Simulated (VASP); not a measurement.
# Ti16C15 (a cell with a defect) in VASP: single point with PBE

Aim: the single point of Ti16C15 (a cell with a defect) with PBE.

Everything below comes from runs of VASP 6.6.1. Logs are shortened: lines on timing, memory, paths and dates and some standing lists are left out, and cuts for length are marked.

## (1) The cell of the first run

The cell holds a defect, 31 atoms: a = 7.504 Å, b = 7.504 Å, c = 7.504 Å, α = 109.47°, β = 109.47°, γ = 109.47°.

## (2) Single point, PBE

INCAR reads:

```
PREC = Accurate ; ENCUT = 520
EDIFF = 1E-6 ; ISMEAR = 1
SIGMA = 0.1 ; LREAL = Auto
LASPH = T ; NELM = 120
ALGO = Normal ; ISIF = 2
LWAVE = F ; LCHARG = F
GGA = PE ; NBANDS = 147
GGA_COMPAT = F
```

KPOINTS reads:

```
Automatic mesh
0
Gamma
  2 2 2
```

POSCAR reads:

```
Ti16C15
1.0
   -4.3323432200      4.3323432200      4.3323432200
    4.3323432200     -4.3323432200      4.3323432200
    4.3323432200      4.3323432200     -4.3323432200
Ti C
16 15
Direct
    0.0060009300     -0.0065216500     -0.0005794600
    0.0018291500      0.2538182900      0.7556970800
    0.0082299900      0.4931441400      0.4993710500
    0.0023400500      0.7535221200      0.2559437500
    0.2463676600     -0.0023649100      0.7441293900
    0.2388488000      0.2375459100      0.4995344800
    0.2349396500      0.4970031700      0.2318868500
    0.2485701900      0.7506403900     -0.0005790900
    0.5064145600     -0.0086105400      0.4993810600
    0.5030630400      0.2460610400      0.2490358400
    0.5061247100      0.4935897500     -0.0006435400
    0.5028596900      0.7651204700      0.7678918500
    0.7461194000     -0.0018467600      0.2443371500
    0.7485651000      0.2506197400     -0.0005268400
    0.7541915500      0.4968817000      0.7509923000
    0.7615935700      0.7602745600      0.4995476900
   -0.0008873900      0.0003978500      0.4997241300
    0.0056695700      0.2547788800      0.2544479000
   -0.0020194800      0.4996246400     -0.0023220800
   -0.0043328000      0.7504163000      0.7496801800
    0.2495388800      0.0047020800      0.2503109600
    0.2486998300      0.2532343700      0.0022559100
    0.2509294200      0.5004755900      0.7455327300
    0.2502039200      0.7486757200      0.4991724500
    0.5001692900      0.0018245200      0.0020639700
    0.4994184400      0.2542176400      0.7496412700
    0.4998481100      0.7490159400      0.2543993900
    0.7452370400     -0.0051804500      0.7455820500
    0.7458042200      0.2530974200      0.4992008000
    0.7457746500      0.5008739500      0.2502941300
    0.7455566300      0.7501143700     -0.0040406800
```

Potentials or basis: VASP PAW PBE potentials, release 64 (Ti_sv, C).

Command:

```sh
$ cat potpaw_PBE.64/Ti_sv/POTCAR potpaw_PBE.64/C/POTCAR > POTCAR
$ mpirun -np 1 vasp_std > vasp.out
```

OUTCAR:

```text
PREC = Accurate
   ENCUT = 520
   EDIFF = 1E-6
   ISMEAR = 1
   LREAL = Auto
   LASPH = T
   NELM = 120
   ISIF = 2
   GGA = PE

 ion  position               nearest neighbor table
   1  0.006  0.993  0.999-  20 2.09  21 2.10  22 2.17  31 2.17  28 2.24  18 2.24
   2  0.002  0.254  0.756-  19 2.13  22 2.14  28 2.19  23 2.19  17 2.20  29 2.22   7 2.92
   3  0.008  0.493  0.499-  18 2.08  23 2.09  24 2.16  29 2.18  30 2.25  20 2.26
   4  0.002  0.754  0.256-  17 2.14  24 2.15  30 2.18  21 2.18  19 2.20  31 2.22
   5  0.246  0.998  0.744-  17 2.14  24 2.16  20 2.18  26 2.18  25 2.20  22 2.22
   6  0.239  0.238  0.500-  17 2.07  21 2.14  26 2.14  18 2.15  23 2.16
   7  0.235  0.497  0.232-  19 2.05  22 2.11  18 2.15  27 2.15  24 2.19   2 2.92
   8  0.249  0.751  0.999-  19 2.17  25 2.17  20 2.18  21 2.18  23 2.19  27 2.20
   9  0.506  0.991  0.499-  27 2.08  28 2.09  24 2.16  29 2.18  21 2.25  26 2.25
  10  0.503  0.246  0.249-  29 2.11  25 2.12  21 2.15  30 2.15  22 2.20
  11  0.506  0.494  0.999-  26 2.09  30 2.10  31 2.17  22 2.17  23 2.24  27 2.24
  12  0.503  0.765  0.768-  25 2.05  31 2.11  23 2.15  28 2.15  24 2.19  13 2.92
  13  0.746  0.998  0.244-  25 2.13  31 2.15  27 2.19  17 2.19  18 2.19  29 2.21  12 2.92
  14  0.749  0.251  0.999-  25 2.17  19 2.17  26 2.18  30 2.18  28 2.19  18 2.20
  15  0.754  0.497  0.751-  29 2.11  19 2.11  26 2.15  20 2.15  31 2.20
  16  0.762  0.760  0.500-  17 2.07  30 2.14  20 2.14  27 2.15  28 2.16
  17  0.999  0.000  0.500-   6 2.07  16 2.07   4 2.14   5 2.14  13 2.19   2 2.20
  18  0.006  0.255  0.254-   3 2.08   7 2.15   6 2.15  13 2.19  14 2.20   1 2.24
  19  0.998  0.500  0.998-   7 2.05  15 2.11   2 2.13   8 2.17  14 2.17   4 2.20
  20  0.996  0.750  0.750-   1 2.09  16 2.14  15 2.15   8 2.18   5 2.18   3 2.26
  21  0.250  0.005  0.250-   1 2.10   6 2.14  10 2.15   8 2.18   4 2.18   9 2.25
  22  0.249  0.253  0.002-   7 2.11   2 2.14   1 2.17  11 2.17  10 2.20   5 2.22
  23  0.251  0.500  0.746-   3 2.09  12 2.15   6 2.16   2 2.19   8 2.19  11 2.24
  24  0.250  0.749  0.499-   4 2.15   5 2.16   3 2.16   9 2.16   7 2.19  12 2.19
  25  0.500  0.002  0.002-  12 2.05  10 2.12  13 2.13  14 2.17   8 2.17   5 2.20
  26  0.499  0.254  0.750-  11 2.09   6 2.14  15 2.15  14 2.18   5 2.18   9 2.25
  27  0.500  0.749  0.254-   9 2.08   7 2.15  16 2.15  13 2.19   8 2.20  11 2.24
  28  0.745  0.995  0.746-   9 2.09  12 2.15  16 2.16   2 2.19  14 2.19   1 2.24
  29  0.746  0.253  0.499-  10 2.11  15 2.11   9 2.18   3 2.18  13 2.21   2 2.22
  30  0.746  0.501  0.250-  11 2.10  16 2.14  10 2.15   4 2.18  14 2.18   3 2.25
  31  0.746  0.750  0.996-  12 2.11  13 2.15  11 2.17   1 2.17  15 2.20   4 2.22

  LATTYP: Found a body centered cubic cell.
 ALAT       =     8.6646864400

  Lattice vectors:

 A1 = (  -4.3323432200,   4.3323432200,   4.3323432200)
 A2 = (   4.3323432200,  -4.3323432200,   4.3323432200)
 A3 = (   4.3323432200,   4.3323432200,  -4.3323432200)

Analysis of symmetry for initial positions (statically):
=====================================================================
 Subroutine PRICEL returns:
 Original cell was already a primitive cell.

 Routine SETGRP: Setting up the symmetry group for a
 body centered cubic supercell.

 Subroutine GETGRP returns: Found  1 space group operations
 (whereof  1 operations were pure point group operations)
 out of a pool of 48 trial point group operations.

The static configuration has the point symmetry C_1 .

Analysis of symmetry for dynamics (positions and initial velocities):
=====================================================================
 Subroutine PRICEL returns:
 Original cell was already a primitive cell.

 Routine SETGRP: Setting up the symmetry group for a
 body centered cubic supercell.

 Subroutine GETGRP returns: Found  1 space group operations
 (whereof  1 operations were pure point group operations)
 out of a pool of 48 trial point group operations.

The dynamic configuration has the point symmetry C_1 .

 Subroutine INISYM returns: Found  1 space group operations
 (whereof  1 operations are pure point group operations),
 and found     1 'primitive' translations

----------------------------------------------------------------------------------------

                                     Primitive cell

  volume of cell :     325.2584

  direct lattice vectors                    reciprocal lattice vectors
    -4.332343220  4.332343220  4.332343220     0.000000000  0.115410985  0.115410985
     4.332343220 -4.332343220  4.332343220     0.115410985  0.000000000  0.115410985
     4.332343220  4.332343220 -4.332343220     0.115410985  0.115410985  0.000000000

  length of vectors
     7.503838573  7.503838573  7.503838573     0.163215781  0.163215781  0.163215781

  position of ions in fractional coordinates (direct lattice)
     0.006000930  0.993478350  0.999420540
     0.001829150  0.253818290  0.755697080
     0.008229990  0.493144140  0.499371050
     0.002340050  0.753522120  0.255943750
     0.246367660  0.997635090  0.744129390
     0.238848800  0.237545910  0.499534480
[... 23 lines left out ...]
     0.745774650  0.500873950  0.250294130
     0.745556630  0.750114370  0.995959320

  ion indices of the primitive-cell ions
   primitive index   ion index
                 1           1
                 2           2
                 3           3
                 4           4
                 5           5
                 6           6
[... 23 lines left out ...]
                30          30
                31          31

----------------------------------------------------------------------------------------

 KPOINTS: Automatic mesh

Automatic generation of k-mesh.
 Grid dimensions read from file:
 generate k-points for:    2    2    2

 Generating k-lattice:

  Cartesian coordinates                     Fractional coordinates (reciprocal lattice)
     0.000000000  0.057705493  0.057705493     0.500000000  0.000000000  0.000000000
     0.057705493  0.000000000  0.057705493     0.000000000  0.500000000  0.000000000
     0.057705493  0.057705493  0.000000000     0.000000000  0.000000000  0.500000000

  Length of vectors
     0.081607890  0.081607890  0.081607890

  Shift w.r.t. Gamma in fractional coordinates (k-lattice)
     0.000000000  0.000000000  0.000000000

 Subroutine IBZKPT returns following result:
 ===========================================

 Found      8 irreducible k-points:

 Following reciprocal coordinates:
            Coordinates               Weight
  0.000000  0.000000  0.000000      1.000000
  0.500000  0.000000  0.000000      1.000000
  0.000000  0.500000  0.000000      1.000000
  0.000000  0.000000  0.500000      1.000000
  0.500000  0.000000  0.500000      1.000000
  0.500000  0.500000  0.000000      1.000000
  0.000000  0.500000  0.500000      1.000000
  0.500000  0.500000  0.500000      1.000000
   k-points           NKPTS =      8   k-points in BZ     NKDIM =      8   number of bands    NBANDS=    147
   number of dos      NEDOS =    301   number of ions     NIONS =     31
   total plane-waves  NPLWV = 175616
   dimension x,y,z NGX =    56 NGY =   56 NGZ =   56
   dimension x,y,z NGXF=   112 NGYF=  112 NGZF=  112
   ions per type =              16  15
   NGX,Y,Z   is equivalent  to a cutoff of  12.41, 12.41, 12.41 a.u.
   NGXF,Y,Z  is equivalent  to a cutoff of  24.81, 24.81, 24.81 a.u.
 SYSTEM =  unknown system
   PREC   = accura    normal or accurate (medium, high low for compatibility)
   ISTART =      0    job   : 0-new  1-cont  2-samecut
   ICHARG =      2    charge: 1-file 2-atom 10-const
   ISPIN  =      1    spin polarized calculation?
   LNONCOLLINEAR =      F non collinear calculations
   LSORBIT =      F    spin-orbit coupling
   LASPH  =      T    aspherical Exc in radial PAW
   ENCUT  =  520.0 eV  38.22 Ry    6.18 a.u.  13.95 13.95 13.95*2*pi/ulx,y,z
   NELM   =    120;   NELMIN=  2; NELMDL= -5     # of ELM steps
   EDIFF  = 0.1E-05   stopping-criterion for ELM
   LREAL  =      T    real-space projection
   EDIFFG = 0.1E-04   stopping-criterion for IOM
   NSW    =      0    number of steps for IOM
[... 5 lines left out ...]
   TEBEG  =    0.0;   TEEND  =   0.0 temperature during run
   PSTRESS=    0.0 pullay stress
   NELECT =     252.0000    total number of electrons
   NUPDOWN=      -1.0000    fix difference up-down
   EMIN   =  10.00;   EMAX   =-10.00  energy-range for DOS
   EFERMI =   0.00;   METHOD = LEGACY
   ISMEAR =     1;   SIGMA  =   0.10  broadening in eV -4-tet -1-fermi 0-gaus
   EFERMI_NEDOS =   21; number of points for ismear=-14 and -15
   IALGO  =     38    algorithm
   IMIX   =      4    mixing-type and parameters
     AMIX     =   0.40;   BMIX     =  1.00
     AMIX_MAG =   1.60;   BMIX_MAG =  1.00
  volume/ion in A,a.u.               =      10.49        70.80
  Fermi-wavevector in a.u.,A,eV,Ry     =   1.503599  2.841391 30.760205  2.260811
  Thomas-Fermi vector in A             =   2.614689
   LORBIT       =      0    0 simple, 1 ext, 2 COOP (PROOUT), +10 PAW based schemes
   GGA     = PE    functional components
   LHFCALC =     F    Hartree Fock is set to
   AEXX    =    0.0000 exact exchange contribution
   IVDW    =     0    specifies the selected vdW correction
   LEPSILON=     F    determine dielectric tensor
   LRPA    =     F    only Hartree local field effects (RPA)
 non-spin polarized calculation
 Methfessel and Paxton  Order N= 1 SIGMA  =   0.10
  energy-cutoff  :      520.00
  volume of cell :      325.26
 maximum number of plane-waves:      8782
 NGX is ok and might be reduce to    56
   NGX = 27   NGY = 27   NGZ = 27

 number of electron     252.0000000 magnetization

 Free energy of the ion-electron system (eV)
  ---------------------------------------------------
  ext. energy  EPLUGINS =         0.00000000
  ---------------------------------------------------
  free energy    TOTEN  =      -289.46596946 eV

  energy without entropy =     -289.45091480  energy(sigma->0) =     -289.46095124

 E-fermi :   9.0565     XC(G=0): -12.5591

 val. band max:        9.0518910805   @ k =   0.0000   0.0000   0.0000
 cond. band min:       9.0644312363   @ k =   0.5000   0.5000   0.5000
 fundamental gap:      0.0125401559
 Fermi energy:         9.0564915534

 k-point     1 :       0.0000    0.0000    0.0000
  band No.  band energies     occupation
      1     -47.3767      2.00000
      2     -47.3466      2.00000
      3     -47.3283      2.00000
      4     -47.3015      2.00000
      5     -47.2976      2.00000
      6     -47.2950      2.00000
[... 130 lines left out ...]
    137      11.3196      0.00000
    138      11.3442      0.00000

 k-point     2 :       0.5000    0.0000    0.0000
  band No.  band energies     occupation
      1     -47.3657      2.00000
      2     -47.3526      2.00000
      3     -47.3246      2.00000
      4     -47.3159      2.00000
      5     -47.3016      2.00000
      6     -47.2969      2.00000
[... 976 lines left out ...]
    137      11.3998      0.00000
    138      11.4242      0.00000
 [bands above 138 left out]

------------------------ aborting loop because EDIFF is reached ----------------------------------------

  FORCE on cell =-STRESS in cart. coord.  units (eV):
  Direction    XX          YY          ZZ          XY          YZ          ZX
  --------------------------------------------------------------------------------------
  -------------------------------------------------------------------------------------
  Total        1.9347739      1.9240055      0.5665535      0.4967818     -0.0148717      0.0073588
  in kB        9.5304244      9.4773806      2.7907629      2.4470775     -0.0732559      0.0362484
  external PRESSURE =       7.2661893 kB  Pullay stress =       0.0000000 kB

 VOLUME and BASIS-vectors are now :
 -----------------------------------------------------------------------------
  energy-cutoff  :      520.00
  volume of cell :      325.26
      direct lattice vectors                 reciprocal lattice vectors
    -4.332343220  4.332343220  4.332343220     0.000000000  0.115410985  0.115410985
     4.332343220 -4.332343220  4.332343220     0.115410985  0.000000000  0.115410985
     4.332343220  4.332343220 -4.332343220     0.115410985  0.115410985  0.000000000

 POSITION                                       TOTAL-FORCE (eV/Angst)
 -----------------------------------------------------------------------------------
      8.60792      0.05174      0.00025         0.964719     -0.901160     -0.009970
      4.36564      2.18224     -2.16639        -0.587922     -0.341599     -0.000293
      4.26426      0.06263      0.00868         0.973743     -0.915684     -0.000424
      4.36321     -2.14554      2.16582        -0.613236     -0.379424     -0.002143
      6.47857     -0.03092      2.16562         0.339510      0.567530      0.003828
      2.15851      2.16980     -0.10025         0.034043      0.002097      0.270042
[... 23 lines left out ...]
      0.02337      2.14535      4.31655        -0.270538      0.387623      0.115733
      4.33458      4.29509      2.16492        -0.196451      0.444963      0.019226
 -----------------------------------------------------------------------------------
    total drift:                               -0.016466      0.058184      0.014546

  FREE ENERGIE OF THE ION-ELECTRON SYSTEM (eV)
  ---------------------------------------------------
  free  energy   TOTEN  =      -289.4659694596 eV

  energy  without entropy=     -289.4509148049  energy(sigma->0) =     -289.46095124
```

Wall time 30 min (1 thread of Intel Xeon 8259CL, shared host); peak memory 0.56 GiB.

Results:

| Property | Result |
| --- | --- |
| Free energy | -289.4660 eV |
| Pressure | 0.7 GPa |
| Largest force | 1.338 eV/Å |
| Band gap on the k mesh | zero (bands 126 and 127 overlap by 0.84 eV) |

Forces in eV/Å, atoms in the order of the input:
```
Ti   0.965 -0.901 -0.010
Ti  -0.588 -0.342  0.000
Ti   0.974 -0.916  0.000
Ti  -0.613 -0.379 -0.002
Ti   0.340  0.568  0.004
Ti   0.034  0.002  0.270
Ti   0.324  0.620  0.002
Ti  -0.078  0.134  0.021
Ti   0.971 -0.920 -0.026
Ti  -0.623 -0.404 -0.005
Ti   0.963 -0.904 -0.018
Ti  -0.645 -0.346  0.001
Ti   0.296  0.536  0.000
Ti  -0.081  0.127  0.023
Ti   0.369  0.562 -0.004
Ti   0.027  0.001 -0.224
C   -0.013  0.027  0.005
C   -0.369 -0.179 -0.246
C    0.119 -0.088  0.000
C   -0.416  0.222  0.109
C   -0.273  0.391 -0.140
C   -0.392  0.253  0.020
C    0.124  0.341 -0.245
C   -0.014  0.083  0.022
C    0.087 -0.125  0.000
C   -0.419  0.227 -0.141
C   -0.367 -0.174  0.214
C    0.122  0.341  0.217
C   -0.356  0.411  0.018
C   -0.271  0.388  0.116
C   -0.196  0.445  0.019
```

Stress tensor (GPa, compression positive):
```
 0.95  0.24  0.00
 0.24  0.95 -0.01
 0.00 -0.01  0.28
```

Levels at points of the mesh, in eV from the Fermi level:
```tsv
k point	band 124	band 125	band 126	band 127	band 128	band 129
(0.00, 0.00, 0.00)	0.00	0.03	0.62	0.69	0.87	0.98
(0.50, 0.00, 0.00)	-0.96	-0.27	-0.06	0.77	0.83	0.91
(0.00, 0.50, 0.00)	-0.96	-0.27	-0.06	0.77	0.83	0.90
(0.00, 0.00, 0.50)	-1.07	-0.27	-0.09	0.80	0.84	0.89
(0.50, 0.00, 0.50)	-0.96	-0.27	-0.06	0.77	0.83	0.90
(0.50, 0.50, 0.00)	-1.07	-0.27	-0.07	0.78	0.85	0.89
(0.00, 0.50, 0.50)	-0.96	-0.27	-0.06	0.77	0.83	0.91
(0.50, 0.50, 0.50)	-0.38	-0.34	-0.25	-0.22	-0.21	0.01
```

Caveat: the k points lie up to 0.51 Å⁻¹ apart, too coarse for converged energies and pressures of a metal.
